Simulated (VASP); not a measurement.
Write the native input for VASP 6.6.1 that does the following.

```
Task                   : single point
Functional             : PBE
Potentials or basis    : VASP PAW PBE potentials, release 64 (Zn, S)
Cutoff                 : 520 eV
k mesh                 : 8 × 8 × 3
Occupations            : gaussian, width 0.05 eV
Spin                   : no spin polarisation
Dipole correction      : no
Further INCAR settings : ALGO = Normal; EDIFF = 1e-07; NBANDS = 46
```

The structure of ZnS lies in POSCAR:

```
ZnS
1.0
   -3.8109987816      0.0000000000      0.0000000000
   -1.9054993908     -3.3004217586      0.0000000000
    0.0000000000      0.0000000000     12.4680000000
Zn S
4 4
Direct
    0.3333333333      0.3333333333      0.0000000000
    0.3333333333      0.3333333333      0.5000000000
    0.6666666667      0.6666666667      0.2500000000
    0.6666666667      0.6666666667      0.7500000000
    0.3333333333      0.3333333333      0.1925000000
    0.3333333333      0.3333333333      0.6925000000
    0.6666666667      0.6666666667      0.4425000000
    0.6666666667      0.6666666667      0.9425000000
```

These files were run (other wordings do the same):

INCAR

```
PREC = Accurate
ENCUT = 520
EDIFF = 1E-7
ISMEAR = 0
SIGMA = 0.05
LREAL = False
LASPH = True
NELM = 100
ALGO = Normal
ISIF = 2
LWAVE = False
LCHARG = True
GGA = PE
LELF = True
LVHAR = True
NBANDS = 46
```

KPOINTS

```
regular mesh
0
Gamma
  8 8 3
```

Potentials or basis: VASP PAW PBE potentials, release 64 (Zn, S).

Run with:

```bash
$ cat potpaw_PBE.64/Zn/POTCAR potpaw_PBE.64/S/POTCAR > POTCAR
$ mpirun -np 1 vasp_std > vasp.out
```

Results of the run:

| Item | Value |
| --- | --- |
| Pressure | 2.5 GPa |
| Largest force | 0.323 eV/Å |
| Band gap on the k mesh | 2.25 eV |

Caveat: an odd mesh through Γ misses points on the zone boundary, where band edges can lie.

Run time: 4.2 min on 1 thread of Intel Xeon 8259CL (shared host), peak memory 0.32 GiB.
